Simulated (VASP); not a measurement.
# HfB2 (P6/mmm) in VASP: further runs

HfB2 is run at these levels: PBE; tasks: electric field gradients.

Everything below comes from runs of VASP 6.6.1. Logs are shortened: lines on timing, memory, paths and dates and some standing lists are left out, and cuts for length are marked.

## 1. The cell of the first run

It takes space group P6/mmm (No. 191, hexagonal). Conventional cell: a = 3.076 Å, b = 3.076 Å, c = 3.409 Å, α = 90.00°, β = 90.00°, γ = 120.00°. Within 3.2 Å of Hf (site symmetry 6/mmm) lie 12 B at 2.46 Å and 6 Hf at 3.08 Å. Within 2.4 Å of B (site symmetry -6m2) lie 3 B at 1.78 Å.

## 2. Electric field gradients, PBE (volume scaled by 0.94)

INCAR reads:

```
  ALGO = Normal
  EDIFF = 1E-8
  ENCUT = 520
  GGA = PE
  ISIF = 2
  ISMEAR = -1
  LASPH = T
  LCHARG = F
  LEFG = T
  LREAL = F
  LWAVE = F
  NBANDS = 15
  NELM = 80
  PREC = Accurate
  SIGMA = 0.05
```

KPOINTS reads:

```
k-points
0
Gamma
  13 13 11
```

POSCAR reads:

```
HfB2
1.0
    3.0759004798      0.0000000000      0.0000000000
   -1.5379502400      2.6638079550      0.0000000000
    0.0000000000      0.0000000000      3.4089596583
Hf B
1 2
Direct
    0.0000000000      0.0000000000      0.0000000000
    0.3333333333      0.6666666667      0.5000000000
    0.6666666667      0.3333333333      0.5000000000
```

Potentials or basis: VASP PAW PBE potentials, release 64 (Hf_pv, B).

Started as:

```
$ cat potpaw_PBE.64/Hf_pv/POTCAR potpaw_PBE.64/B/POTCAR > POTCAR
$ mpirun -np 1 vasp_std > vasp.out
```

OUTCAR:

```text
EDIFF = 1E-8
   ENCUT = 520
   GGA = PE
   ISIF = 2
   ISMEAR = -1
   LASPH = T
   LREAL = F
   NELM = 80
   PREC = Accurate

 ion  position               nearest neighbor table
   1  0.000  0.000  0.000-   2 2.46   3 2.46   2 2.46   3 2.46   3 2.46   3 2.46   2 2.46   2 2.46
                             3 2.46   3 2.46   2 2.46   2 2.46
   2  0.333  0.667  0.500-   3 1.78   3 1.78   3 1.78   1 2.46   1 2.46   1 2.46   1 2.46   1 2.46
                             1 2.46
   3  0.667  0.333  0.500-   2 1.78   2 1.78   2 1.78   1 2.46   1 2.46   1 2.46   1 2.46   1 2.46
                             1 2.46

  LATTYP: Found a hexagonal cell.
 ALAT       =     3.0759004798
 C/A-ratio  =     1.1082802193

  Lattice vectors:

 A1 = (   3.0759004798,   0.0000000000,   0.0000000000)
 A2 = (  -1.5379502400,   2.6638079550,   0.0000000000)
 A3 = (   0.0000000000,   0.0000000000,   3.4089596583)

Analysis of symmetry for initial positions (statically):
=====================================================================
 Subroutine PRICEL returns:
 Original cell was already a primitive cell.

 Routine SETGRP: Setting up the symmetry group for a
 hexagonal supercell.

 Subroutine GETGRP returns: Found 24 space group operations
 (whereof 24 operations were pure point group operations)
 out of a pool of 24 trial point group operations.

The static configuration has the point symmetry D_6h.

Analysis of symmetry for dynamics (positions and initial velocities):
=====================================================================
 Subroutine PRICEL returns:
 Original cell was already a primitive cell.

 Routine SETGRP: Setting up the symmetry group for a
 hexagonal supercell.

 Subroutine GETGRP returns: Found 24 space group operations
 (whereof 24 operations were pure point group operations)
 out of a pool of 24 trial point group operations.

The dynamic configuration has the point symmetry D_6h.

 Subroutine INISYM returns: Found 24 space group operations
 (whereof 24 operations are pure point group operations),
 and found     1 'primitive' translations

----------------------------------------------------------------------------------------

                                     Primitive cell

  volume of cell :      27.9317

  direct lattice vectors                    reciprocal lattice vectors
     3.075900480  0.000000000  0.000000000     0.325108048  0.187701219  0.000000000
    -1.537950240  2.663807955  0.000000000     0.000000000  0.375402438  0.000000000
     0.000000000  0.000000000  3.408959658     0.000000000  0.000000000  0.293344627

  length of vectors
     3.075900480  3.075900480  3.408959658     0.375402438  0.375402438  0.293344627

  position of ions in fractional coordinates (direct lattice)
     0.000000000  0.000000000  0.000000000
     0.333333333  0.666666667  0.500000000
     0.666666667  0.333333333  0.500000000

  ion indices of the primitive-cell ions
   primitive index   ion index
                 1           1
                 2           2
                 3           3

----------------------------------------------------------------------------------------

 KPOINTS: k-points

Automatic generation of k-mesh.
 Grid dimensions read from file:
 generate k-points for:   13   13   11

 Generating k-lattice:

  Cartesian coordinates                     Fractional coordinates (reciprocal lattice)
     0.025008311  0.014438555  0.000000000     0.076923077  0.000000000  0.000000000
     0.000000000  0.028877111  0.000000000     0.000000000  0.076923077  0.000000000
     0.000000000  0.000000000  0.026667693     0.000000000  0.000000000  0.090909091

  Length of vectors
     0.028877111  0.028877111  0.026667693

  Shift w.r.t. Gamma in fractional coordinates (k-lattice)
     0.000000000  0.000000000  0.000000000

 Subroutine IBZKPT returns following result:
 ===========================================

 Found    126 irreducible k-points:

 Following reciprocal coordinates:
            Coordinates               Weight
  0.000000  0.000000  0.000000      1.000000
  0.076923  0.000000  0.000000      6.000000
  0.153846  0.000000  0.000000      6.000000
  0.230769  0.000000  0.000000      6.000000
  0.307692  0.000000  0.000000      6.000000
  0.384615 -0.000000  0.000000      6.000000
[... 16 lines left out ...]
  0.076923  0.000000  0.090909     12.000000
  0.153846  0.000000  0.090909     12.000000
 [... further k-points ...]
   k-points           NKPTS =    126   k-points in BZ     NKDIM =    126   number of bands    NBANDS=     15
   number of dos      NEDOS =    301   number of ions     NIONS =      3
   total plane-waves  NPLWV =  16128
   dimension x,y,z NGX =    24 NGY =   24 NGZ =   28
   dimension x,y,z NGXF=    48 NGYF=   48 NGZF=   56
   ions per type =               1   2
   NGX,Y,Z   is equivalent  to a cutoff of  12.97, 12.97, 13.65 a.u.
   NGXF,Y,Z  is equivalent  to a cutoff of  25.94, 25.94, 27.31 a.u.
 SYSTEM =  unknown system
   PREC   = accura    normal or accurate (medium, high low for compatibility)
   ISTART =      0    job   : 0-new  1-cont  2-samecut
   ICHARG =      2    charge: 1-file 2-atom 10-const
   ISPIN  =      1    spin polarized calculation?
   LNONCOLLINEAR =      F non collinear calculations
   LSORBIT =      F    spin-orbit coupling
   LASPH  =      T    aspherical Exc in radial PAW
   ENCUT  =  520.0 eV  38.22 Ry    6.18 a.u.   5.72  5.72  6.34*2*pi/ulx,y,z
   NELM   =     80;   NELMIN=  2; NELMDL= -5     # of ELM steps
   EDIFF  = 0.1E-07   stopping-criterion for ELM
   LREAL  =      F    real-space projection
   EDIFFG = 0.1E-06   stopping-criterion for IOM
   NSW    =      0    number of steps for IOM
   IBRION =     -1    ionic relax: 0-MD 1-quasi-New 2-CG
   NFREE  =      0    steps in history (QN), initial steepest desc. (CG)
   ISIF   =      2    stress and relaxation
   ISYM   =      2    0-nonsym 1-usesym 2-fastsym
   POTIM  = 0.5000    time-step for ionic-motion
   TEBEG  =    0.0;   TEEND  =   0.0 temperature during run
   PSTRESS=    0.0 pullay stress
   NELECT =      16.0000    total number of electrons
   NUPDOWN=      -1.0000    fix difference up-down
   EMIN   =  10.00;   EMAX   =-10.00  energy-range for DOS
   EFERMI =   0.00;   METHOD = LEGACY
   ISMEAR =    -1;   SIGMA  =   0.05  broadening in eV -4-tet -1-fermi 0-gaus
   EFERMI_NEDOS =   21; number of points for ismear=-14 and -15
   IALGO  =     38    algorithm
   IMIX   =      4    mixing-type and parameters
     AMIX     =   0.40;   BMIX     =  1.00
     AMIX_MAG =   1.60;   BMIX_MAG =  1.00
  volume/ion in A,a.u.               =       9.31        62.83
  Fermi-wavevector in a.u.,A,eV,Ry     =   1.359615  2.569299 25.151074  1.848552
  Thomas-Fermi vector in A             =   2.486347
   LORBIT       =      0    0 simple, 1 ext, 2 COOP (PROOUT), +10 PAW based schemes
   GGA     = PE    functional components
   LHFCALC =     F    Hartree Fock is set to
   AEXX    =    0.0000 exact exchange contribution
   IVDW    =     0    specifies the selected vdW correction
   LEPSILON=     F    determine dielectric tensor
   LRPA    =     F    only Hartree local field effects (RPA)
 non-spin polarized calculation
  energy-cutoff  :      520.00
  volume of cell :       27.93
 maximum number of plane-waves:       769
 NGX is ok and might be reduce to    24
   NGX = 11   NGY = 11   NGZ = 13

 number of electron      16.0000002 magnetization

 Free energy of the ion-electron system (eV)
  ---------------------------------------------------
  ext. energy  EPLUGINS =         0.00000000
  ---------------------------------------------------
  free energy    TOTEN  =       -26.29546687 eV

  energy without entropy =      -26.29393071  energy(sigma->0) =      -26.29469879

 E-fermi :   8.2526     XC(G=0): -12.8902

 val. band max:        8.1937738092   @ k =   0.0769   0.0000   0.2727
 cond. band min:       8.2942253675   @ k =   0.3077   0.1538   0.0000
 fundamental gap:      0.1004515583
 Fermi energy:         8.2526069228

 k-point     1 :       0.0000    0.0000    0.0000
  band No.  band energies     occupation
      1     -22.2757      2.00000
      2     -21.6914      2.00000
      3     -21.6914      2.00000
      4      -5.9410      2.00000
      5       5.0027      2.00000
      6       5.1366      2.00000
      7       5.1366      2.00000
      8       5.4129      2.00000
      9      12.5126      0.00000
     10      12.5126      0.00000
     11      13.1699      0.00000
     12      13.1699      0.00000
     13      13.4291      0.00000
     14      13.4291      0.00000
     15      13.6201      0.00000

 k-point     2 :       0.0769    0.0000    0.0000
  band No.  band energies     occupation
      1     -22.2661      2.00000
      2     -21.7499      2.00000
      3     -21.7041      2.00000
      4      -5.8040      2.00000
      5       4.7697      2.00000
      6       5.1365      2.00000
      7       5.1415      2.00000
      8       5.2815      2.00000
      9      12.0587      0.00000
     10      12.4124      0.00000
     11      12.4590      0.00000
     12      12.6907      0.00000
     13      13.9672      0.00000
     14      14.4230      0.00000
     15      14.5310      0.00000

 k-point     3 :       0.1538    0.0000    0.0000
  band No.  band energies     occupation
      1     -22.2395      2.00000
      2     -21.9088      2.00000
      3     -21.7392      2.00000
      4      -5.4082      2.00000
      5       3.8716      2.00000
      6       4.9556      2.00000
      7       5.1121      2.00000
      8       5.4835      2.00000
      9      10.9442      0.00000
     10      12.1037      0.00000
     11      12.1503      0.00000
     12      12.8691      0.00000
     13      14.5443      0.00000
     14      15.5369      0.00000
     15      15.6553      0.00000
[... 343 lines left out ...]
 k-point    23 :       0.0769    0.0000    0.0909
  band No.  band energies     occupation
      1     -22.2953      2.00000
      2     -21.7476      2.00000
      3     -21.7020      2.00000
      4      -5.6616      2.00000
      5       4.0770      2.00000
      6       4.8434      2.00000
      7       5.2068      2.00000
      8       6.2829      2.00000
      9      11.2537      0.00000
     10      11.2574      0.00000
     11      12.8292      0.00000
     12      13.0468      0.00000
     13      14.2696      0.00000
     14      14.5835      0.00000
     15      15.0209      0.00000

 k-point    24 :       0.1538    0.0000    0.0909
  band No.  band energies     occupation
      1     -22.2680      2.00000
      2     -21.9058      2.00000
      3     -21.7369      2.00000
      4      -5.2753      2.00000
      5       3.8502      2.00000
      6       4.2377      2.00000
      7       5.1334      2.00000
      8       6.1646      2.00000
      9      10.5753      0.00000
     10      11.0612      0.00000
     11      13.1128      0.00000
     12      13.3035      0.00000
     13      14.1144      0.00000
     14      15.6537      0.00000
     15      15.9877      0.00000

 [... further k-points ...]
[... 5 lines left out ...]
  --------------------------------------------------------------------------------------
  -------------------------------------------------------------------------------------
  Total        3.3853928      3.3853928      3.1324940     -0.0000000      0.0000000      0.0000000
  in kB      194.1880908    194.1880908    179.6816734     -0.0000000      0.0000000      0.0000000
  external PRESSURE =     189.3526183 kB  Pullay stress =       0.0000000 kB

 VOLUME and BASIS-vectors are now :
 -----------------------------------------------------------------------------
  energy-cutoff  :      520.00
  volume of cell :       27.93
      direct lattice vectors                 reciprocal lattice vectors
     3.075900480  0.000000000  0.000000000     0.325108048  0.187701219  0.000000000
    -1.537950240  2.663807955  0.000000000     0.000000000  0.375402438  0.000000000
     0.000000000  0.000000000  3.408959658     0.000000000  0.000000000  0.293344627

 POSITION                                       TOTAL-FORCE (eV/Angst)
 -----------------------------------------------------------------------------------
      0.00000      0.00000      0.00000        -0.000000      0.000000      0.000000
     -0.00000      1.77587      1.70448        -0.000000     -0.000000      0.000000
      1.53795      0.88794      1.70448         0.000000      0.000000      0.000000
 -----------------------------------------------------------------------------------
    total drift:                               -0.000000      0.000000      0.000000

  FREE ENERGIE OF THE ION-ELECTRON SYSTEM (eV)
  ---------------------------------------------------
  free  energy   TOTEN  =       -26.2954668724 eV

  energy  without entropy=      -26.2939307072  energy(sigma->0) =      -26.29469879

 Electric field gradients (V/A^2)
---------------------------------------------------------------------
 ion       V_xx      V_yy      V_zz      V_xy      V_xz      V_yz
---------------------------------------------------------------------
   1     -39.401   -39.401    78.802    -0.000    -0.000     0.000
   2      -0.765    -0.765     1.530    -0.000     0.000    -0.000
   3      -0.765    -0.765     1.530    -0.000     0.000     0.000
---------------------------------------------------------------------

 Electric field gradients after diagonalization (V/A^2)
 (convention: |V_zz| > |V_xx| > |V_yy|)
----------------------------------------------------------------------
 ion       V_xx      V_yy      V_zz     asymmetry (V_yy - V_xx)/ V_zz
----------------------------------------------------------------------
   1     -39.401   -39.401    78.802       0.000
   2      -0.765    -0.765     1.530       0.000
   3      -0.765    -0.765     1.530       0.000
----------------------------------------------------------------------

           NMR quadrupolar parameters

 Cq : quadrupolar parameter    Cq=e*Q*V_zz/h
 eta: asymmetry parameters     (V_yy - V_xx)/ V_zz
 Q  : nuclear electric quadrupole moment in mb (millibarn)
----------------------------------------------------------------------
 ion       Cq(MHz)       eta       Q (mb)
----------------------------------------------------------------------
   1       0.191       0.000       1.000
   2       0.004       0.000       1.000
   3       0.004       0.000       1.000
----------------------------------------------------------------------
```

Run time: 30 s. Hardware: 1 thread of Intel Xeon Platinum 8488C (Sapphire Rapids), shared host; peak memory 0.18 GiB.

What came out:

```
Free energy            : -26.2955 eV
Pressure               : 18.9 GPa
Band gap on the k mesh : zero (band 8 reaches 8.85 eV, above the bottom of band 9 at 7.75 eV)
```

Stress tensor (GPa, compression positive):
```
19.42  0.00  0.00
 0.00 19.42  0.00
 0.00  0.00 17.97
```

Electric field gradients, principal values (V/Å²):
```tsv
atom	least	middle	greatest (by size)
1 Hf	-39.401	-39.401	78.802
2 B	-0.765	-0.765	1.530
3 B	-0.765	-0.765	1.530
```

Caveat: without QUAD_EFG the Cq values of the log hold for a quadrupole moment of 1 mb, not for the nuclei; spin-orbit coupling is left out, which moves the levels of the heavy elements.

(Continued in part 2 of 3.)
